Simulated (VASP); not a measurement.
Wanted: the native input for a VASP 6.6.1 run.

```
Task                   : single point
Functional             : PBE
Potentials or basis    : VASP PAW PBE potentials, release 64 (Sn_d, Te)
Cutoff                 : 520 eV
k mesh                 : 8 × 8 × 8
Occupations            : fermi-dirac, width 0.02 eV
Spin                   : no spin polarisation
Dipole correction      : no
Further INCAR settings : ALGO = Normal; EDIFF = 1e-07; NBANDS = 17
```

The structure of SnTe lies in POSCAR:

```
SnTe
1.0
    0.0000000000      3.3067228241      3.3067228241
    3.3067228241      0.0000000000      3.3067228241
    3.3067228241      3.3067228241      0.0000000000
Sn Te
1 1
Direct
    0.0000000000      0.0000000000      0.0000000000
    0.5000000000      0.5000000000      0.5000000000
```

This cell differs from its parent crystal: strain +3.7%.

One way to write it, as run:

INCAR

```
PREC = Accurate ; ENCUT = 520
EDIFF = 1E-7 ; ISMEAR = -1
SIGMA = 0.02 ; LREAL = False
LASPH = True ; NELM = 60
ALGO = Normal ; ISIF = 2
LWAVE = False ; LCHARG = False
GGA = PE ; NBANDS = 17
```

KPOINTS

```
Automatic mesh
0
Gamma
  8 8 8
```

Potentials or basis: VASP PAW PBE potentials, release 64 (Sn_d, Te).

Launch:

```console
$ cat potpaw_PBE.64/Sn_d/POTCAR potpaw_PBE.64/Te/POTCAR > POTCAR
$ mpirun -np 1 vasp_std > vasp.out
```

It gave:

```
Pressure               : -3.1 GPa
Band gap on the k mesh : 0.29 eV, direct
```

Caveat: the cell differs from its parent crystal (strain +3.7%); spin-orbit coupling is left out, which moves the levels of the heavy elements.

Run time: 33 s on 1 thread of Intel(R) Xeon(R) Platinum 8375C CPU @ 2.90GHz (Ice Lake) (shared host), peak memory 0.21 GiB.
